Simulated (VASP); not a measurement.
# HfN (Pm-3m) in VASP: notebook

Runs on HfN. Level: r2SCAN. Tasks: relaxation of cell and atoms.

Everything below comes from runs of VASP 6.6.1. Logs are shortened: lines on timing, memory, paths and dates and some standing lists are left out, and cuts for length are marked.

### Step 1. The cell of the first run

It takes space group Pm-3m (No. 221, cubic). The conventional cell has a = 2.825 Å, b = 2.825 Å, c = 2.825 Å, α = 90.00°, β = 90.00°, γ = 90.00°. Hf (site symmetry m-3m) has 8 N at 2.45 Å and 6 Hf at 2.83 Å within 3.2 Å. N (site symmetry m-3m) has 8 Hf at 2.45 Å and 6 N at 2.83 Å within 3.2 Å.

### Step 2. Relaxation of cell and atoms, r2SCAN

Input file POSCAR:

```
HfN
1.0
    2.8250300000      0.0000000000      0.0000000000
    0.0000000000      2.8250300000      0.0000000000
    0.0000000000      0.0000000000      2.8250300000
Hf N
1 1
Direct
    0.5000000000      0.5000000000      0.5000000000
    0.0000000000      0.0000000000      0.0000000000
```

Input file INCAR.step1:

```
SYSTEM = HfN
  PREC = Accurate
  ENCUT = 600
  ISMEAR = -1
  SIGMA = 0.05
  LREAL = .False.
  LASPH = .True.
  NELM = 60
  GGA = PE
  ALGO = Normal
  EDIFF = 1E-4
  LWAVE = .True.
  LCHARG = .False.
```

Input file INCAR.step2:

```
SYSTEM = HfN
  PREC = Accurate
  ENCUT = 600
  EDIFF = 1E-6
  ISMEAR = -1
  SIGMA = 0.05
  LREAL = .False.
  LASPH = .True.
  NELM = 60
  ALGO = Normal
  ISIF = 3
  LWAVE = .False.
  LCHARG = .False.
  METAGGA = R2SCAN
  LMIXTAU = .True.
  IBRION = 2
  NSW = 60
  EDIFFG = -0.01
  ISTART = 1
```

Input file KPOINTS:

```
regular mesh
0
Gamma
  9 9 9
  0 0 0
```

Potentials or basis: VASP PAW PBE potentials, release 64 (Hf_pv, N).

Command:

```sh
$ cat potpaw_PBE.64/Hf_pv/POTCAR potpaw_PBE.64/N/POTCAR > POTCAR
$ cp INCAR.step1 INCAR
$ mpirun -np 1 vasp_std > vasp.out
$ cp INCAR.step2 INCAR
$ mpirun -np 1 vasp_std > vasp.out
```

OUTCAR:

```text
SYSTEM = HfN
   PREC = Accurate
   ENCUT = 600
   EDIFF = 1E-6
   ISMEAR = -1
   LREAL = .False.
   LASPH = .True.
   NELM = 60
   ISIF = 3
   METAGGA = R2SCAN
   IBRION = 2
   NSW = 60
   EDIFFG = -0.01
   ISTART = 1

 ion  position               nearest neighbor table
   1  0.500  0.500  0.500-   2 2.45   2 2.45   2 2.45   2 2.45   2 2.45   2 2.45   2 2.45   2 2.45

   2  0.000  0.000  0.000-   1 2.45   1 2.45   1 2.45   1 2.45   1 2.45   1 2.45   1 2.45   1 2.45

  LATTYP: Found a simple cubic cell.
 ALAT       =     2.8250300000

  Lattice vectors:

 A1 = (   2.8250300000,   0.0000000000,   0.0000000000)
 A2 = (   0.0000000000,   2.8250300000,   0.0000000000)
 A3 = (   0.0000000000,   0.0000000000,   2.8250300000)

Analysis of symmetry for initial positions (statically):
=====================================================================
 Subroutine PRICEL returns:
 Original cell was already a primitive cell.

 Routine SETGRP: Setting up the symmetry group for a
 simple cubic supercell.

 Subroutine GETGRP returns: Found 48 space group operations
 (whereof 48 operations were pure point group operations)
 out of a pool of 48 trial point group operations.

The static configuration has the point symmetry O_h .

Analysis of symmetry for dynamics (positions and initial velocities):
=====================================================================
 Subroutine PRICEL returns:
 Original cell was already a primitive cell.

 Routine SETGRP: Setting up the symmetry group for a
 simple cubic supercell.

 Subroutine GETGRP returns: Found 48 space group operations
 (whereof 48 operations were pure point group operations)
 out of a pool of 48 trial point group operations.

The dynamic configuration has the point symmetry O_h .

 Subroutine INISYM returns: Found 48 space group operations
 (whereof 48 operations are pure point group operations),
 and found     1 'primitive' translations

----------------------------------------------------------------------------------------

                                     Primitive cell

  volume of cell :      22.5460

  direct lattice vectors                    reciprocal lattice vectors
     2.825030000  0.000000000  0.000000000     0.353978542  0.000000000  0.000000000
     0.000000000  2.825030000  0.000000000     0.000000000  0.353978542  0.000000000
     0.000000000  0.000000000  2.825030000     0.000000000  0.000000000  0.353978542

  length of vectors
     2.825030000  2.825030000  2.825030000     0.353978542  0.353978542  0.353978542

  position of ions in fractional coordinates (direct lattice)
     0.500000000  0.500000000  0.500000000
     0.000000000  0.000000000  0.000000000

  ion indices of the primitive-cell ions
   primitive index   ion index
                 1           1
                 2           2

----------------------------------------------------------------------------------------

 KPOINTS: regular mesh

Automatic generation of k-mesh.
 Grid dimensions read from file:
 generate k-points for:    9    9    9

 Generating k-lattice:

  Cartesian coordinates                     Fractional coordinates (reciprocal lattice)
     0.039330949  0.000000000  0.000000000     0.111111111  0.000000000  0.000000000
     0.000000000  0.039330949  0.000000000     0.000000000  0.111111111  0.000000000
     0.000000000  0.000000000  0.039330949     0.000000000  0.000000000  0.111111111

  Length of vectors
     0.039330949  0.039330949  0.039330949

  Shift w.r.t. Gamma in fractional coordinates (k-lattice)
     0.000000000  0.000000000  0.000000000

 Subroutine IBZKPT returns following result:
 ===========================================

 Found     35 irreducible k-points:

 Following reciprocal coordinates:
            Coordinates               Weight
  0.000000  0.000000  0.000000      1.000000
  0.111111  0.000000  0.000000      6.000000
  0.222222  0.000000  0.000000      6.000000
  0.333333  0.000000  0.000000      6.000000
  0.444444  0.000000  0.000000      6.000000
  0.111111  0.111111  0.000000     12.000000
[... 16 lines left out ...]
  0.333333  0.333333  0.111111     24.000000
  0.444444  0.333333  0.111111     48.000000
 [... further k-points ...]
   k-points           NKPTS =     35   k-points in BZ     NKDIM =     35   number of bands    NBANDS=     11
   number of dos      NEDOS =    301   number of ions     NIONS =      2
   total plane-waves  NPLWV =  13824
   dimension x,y,z NGX =    24 NGY =   24 NGZ =   24
   dimension x,y,z NGXF=    48 NGYF=   48 NGZF=   48
   ions per type =               1   1
   NGX,Y,Z   is equivalent  to a cutoff of  14.12, 14.12, 14.12 a.u.
   NGXF,Y,Z  is equivalent  to a cutoff of  28.25, 28.25, 28.25 a.u.
 SYSTEM =  HfN
   PREC   = accura    normal or accurate (medium, high low for compatibility)
   ISTART =      1    job   : 0-new  1-cont  2-samecut
   ICHARG =      0    charge: 1-file 2-atom 10-const
   ISPIN  =      1    spin polarized calculation?
   LNONCOLLINEAR =      F non collinear calculations
   LSORBIT =      F    spin-orbit coupling
   LASPH  =      T    aspherical Exc in radial PAW
   ENCUT  =  600.0 eV  44.10 Ry    6.64 a.u.   5.64  5.64  5.64*2*pi/ulx,y,z
   NELM   =     60;   NELMIN=  2; NELMDL=  0     # of ELM steps
   EDIFF  = 0.1E-05   stopping-criterion for ELM
   LREAL  =      F    real-space projection
   EDIFFG = -.1E-01   stopping-criterion for IOM
   NSW    =     60    number of steps for IOM
   IBRION =      2    ionic relax: 0-MD 1-quasi-New 2-CG
   NFREE  =      1    steps in history (QN), initial steepest desc. (CG)
   ISIF   =      3    stress and relaxation
   ISYM   =      2    0-nonsym 1-usesym 2-fastsym
   POTIM  = 0.5000    time-step for ionic-motion
   TEBEG  =    0.0;   TEEND  =   0.0 temperature during run
   PSTRESS=    0.0 pullay stress
   NELECT =      15.0000    total number of electrons
   NUPDOWN=      -1.0000    fix difference up-down
   EMIN   =  10.00;   EMAX   =-10.00  energy-range for DOS
   EFERMI =   0.00;   METHOD = LEGACY
   ISMEAR =    -1;   SIGMA  =   0.05  broadening in eV -4-tet -1-fermi 0-gaus
   EFERMI_NEDOS =   21; number of points for ismear=-14 and -15
   IALGO  =     38    algorithm
   IMIX   =      4    mixing-type and parameters
     AMIX     =   0.40;   BMIX     =  1.00
     AMIX_MAG =   1.60;   BMIX_MAG =  1.00
  volume/ion in A,a.u.               =      11.27        76.07
  Fermi-wavevector in a.u.,A,eV,Ry     =   1.429164  2.700729 27.790047  2.042511
  Thomas-Fermi vector in A             =   2.549148
   LORBIT       =      0    0 simple, 1 ext, 2 COOP (PROOUT), +10 PAW based schemes
   METAGGA = R2SCAN    functional components
   LHFCALC =     F    Hartree Fock is set to
   AEXX    =    0.0000 exact exchange contribution
   IVDW    =     0    specifies the selected vdW correction
   LEPSILON=     F    determine dielectric tensor
   LRPA    =     F    only Hartree local field effects (RPA)
 conjugate gradient relaxation of ions
 non-spin polarized calculation
  energy-cutoff  :      600.00
  volume of cell :       22.55
 maximum number of plane-waves:       767
 NGX is ok and might be reduce to    24
   NGX = 11   NGY = 11   NGZ = 11

--------------------------------------- Ionic step        1  -------------------------------------------

 number of electron      15.0000000 magnetization

 Free energy of the ion-electron system (eV)
  ---------------------------------------------------
  ext. energy  EPLUGINS =         0.00000000
  ---------------------------------------------------
  free energy    TOTEN  =       -56.15052433 eV

  energy without entropy =      -56.14034087  energy(sigma->0) =      -56.14543260

------------------------ aborting loop because EDIFF is reached ----------------------------------------

  FORCE on cell =-STRESS in cart. coord.  units (eV):
  Direction    XX          YY          ZZ          XY          YZ          ZX
  --------------------------------------------------------------------------------------
  -------------------------------------------------------------------------------------
  Total       -1.1078931     -1.1078931     -1.1078931     -0.0000000     -0.0000000      0.0000000
  in kB      -78.7298190    -78.7298190    -78.7298190     -0.0000000     -0.0000000      0.0000000
  external PRESSURE =     -78.7298190 kB  Pullay stress =       0.0000000 kB
[... 93 lines left out ...]
  energy  without entropy=      -56.1587627176  energy(sigma->0) =      -56.16366303

--------------------------------------- Ionic step        4  -------------------------------------------

 number of electron      15.0000004 magnetization

 Free energy of the ion-electron system (eV)
  ---------------------------------------------------
  ext. energy  EPLUGINS =         0.00000000
  ---------------------------------------------------
  free energy    TOTEN  =       -56.16856793 eV

  energy without entropy =      -56.15877269  energy(sigma->0) =      -56.16367031

 E-fermi :   7.7372     XC(G=0): -13.9625

 val. band max:        7.6799722181   @ k =   0.1111   0.1111   0.0000
 cond. band min:       7.8154282851   @ k =   0.4444   0.2222   0.1111
 fundamental gap:      0.1354560670
 Fermi energy:         7.7372484190

 k-point     1 :       0.0000    0.0000    0.0000
  band No.  band energies     occupation
      1     -23.6555      2.00000
      2     -23.6555      2.00000
      3     -23.6555      2.00000
      4      -9.6138      2.00000
      5       5.1422      2.00000
      6       5.1422      2.00000
      7       6.4442      2.00000
      8       6.4442      2.00000
      9       6.4442      2.00000
     10      11.9673      0.00000
     11      14.4646      0.00000
[... 309 lines left out ...]
 k-point    24 :       0.4444    0.3333    0.1111
  band No.  band energies     occupation
      1     -24.8500      2.00000
      2     -24.5138      2.00000
      3     -23.5824      2.00000
      4      -7.4524      2.00000
      5       2.0355      2.00000
      6       3.0715      2.00000
      7       5.7071      2.00000
      8       7.8323      0.26001
      9      11.2436      0.00000
     10      11.7256      0.00000
     11      13.6479      0.00000

 [... further k-points ...]

------------------------ aborting loop because EDIFF is reached ----------------------------------------

  FORCE on cell =-STRESS in cart. coord.  units (eV):
  Direction    XX          YY          ZZ          XY          YZ          ZX
  --------------------------------------------------------------------------------------
  -------------------------------------------------------------------------------------
  Total       -0.0039267     -0.0039267     -0.0039267      0.0000000      0.0000000      0.0000000
  in kB       -0.2882340     -0.2882340     -0.2882340      0.0000000      0.0000000      0.0000000
  external PRESSURE =      -0.2882340 kB  Pullay stress =       0.0000000 kB
[... 17 lines left out ...]
  FREE ENERGIE OF THE ION-ELECTRON SYSTEM (eV)
  ---------------------------------------------------
  free  energy   TOTEN  =       -56.1685679337 eV

  energy  without entropy=      -56.1587726916  energy(sigma->0) =      -56.16367031

 reached required accuracy - stopping structural energy minimisation
```

It took 59 s on 1 thread of Intel Xeon 6975P-C (Granite Rapids), shared host; peak memory 0.15 GiB.

Results:

```
Free energy                            : -56.1686 eV
Relaxed volume                         : 10.91 Å³/atom
Relaxed cell                           : a = 2.795 Å, b = 2.795 Å, c = 2.795 Å, α = 90.00°, β = 90.00°, γ = 90.00°
Space group after relaxing (to 0.05 Å) : Pm-3m (No. 221)
Energy gained by relaxing              : 9.0 meV/atom
Ionic steps                            : 4
Pressure after relaxing                : 0.0 GPa
```

Step by step:
```tsv
step	energy change (eV)	largest force (eV/Å)	pressure (GPa)	volume (Å³)
1	0.0000	0.0000	-7.87	22.55
2	0.0262	0.0000	14.09	20.79
3	-0.0180	0.0000	-0.19	21.84
4	-0.0180	0.0000	-0.03	21.83
```

Final structure:
```cif
data_structure
_symmetry_space_group_name_H-M 'P 1'
_symmetry_Int_Tables_number 1
_cell_length_a 2.7947
_cell_length_b 2.7947
_cell_length_c 2.7947
_cell_angle_alpha 90.000
_cell_angle_beta 90.000
_cell_angle_gamma 90.000
_cell_volume 21.83
loop_
_atom_site_label
_atom_site_type_symbol
_atom_site_fract_x
_atom_site_fract_y
_atom_site_fract_z
_atom_site_occupancy
Hf1 Hf 0.50000 0.50000 0.50000 1
N1 N 0.00000 0.00000 0.00000 1
```

Levels at points of the mesh, in eV from the Fermi level:
| k point | band 4 | band 5 | band 6 | band 7 | band 8 | band 9 | band 10 | band 11 |
| --- | --- | --- | --- | --- | --- | --- | --- | --- |
| (0.00, 0.00, 0.00) | -17.35 | -2.60 | -2.60 | -1.29 | -1.29 | -1.29 | 4.23 | 6.73 |

Caveat: the PAW data sets were made with another functional, which shifts forces and pressure a little; spin-orbit coupling is left out, which moves the levels of the heavy elements.

(Continued in part 2 of 2.)
